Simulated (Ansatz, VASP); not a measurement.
# Au: VASP beside Ansatz

```
Au
1.0
     0.00000    2.07896    2.07896
     2.07896    0.00000    2.07896
     2.07896    2.07896    0.00000
Au
1
Direct
  0.00000 0.00000 0.00000
```

Alike in both runs: functional PBE; k mesh 18 × 18 × 18; occupations fermi-dirac, width 0.05 eV; no spin polarisation.

Ansatz relaxed the structure, and its values are those at the end. VASP's run is a single point on that final structure, the one shown.

```csv
,VASP,Ansatz
version,VASP 6.6.1,Ansatz 0.2.0
potentials or method,"VASP PAW PBE potentials, release 64 (Au)","PAW with Ansatz's default frozen-core files, scalar-relativistic"
plane-wave cutoff (eV),520,420
valence electrons in the cell,11,19
```

Ansatz gave:

```
pressure (GPa) : 0.0
```

Task: Which values does VASP return?

Result: Pressure (GPa): -0.2.

With one functional, cell and mesh, what is left measures potentials, basis and numerics. VASP's potentials hold 11 valence electrons a cell and Ansatz's 19, so a difference there can come from the potentials and not from the codes.

Spin-orbit coupling is off throughout.
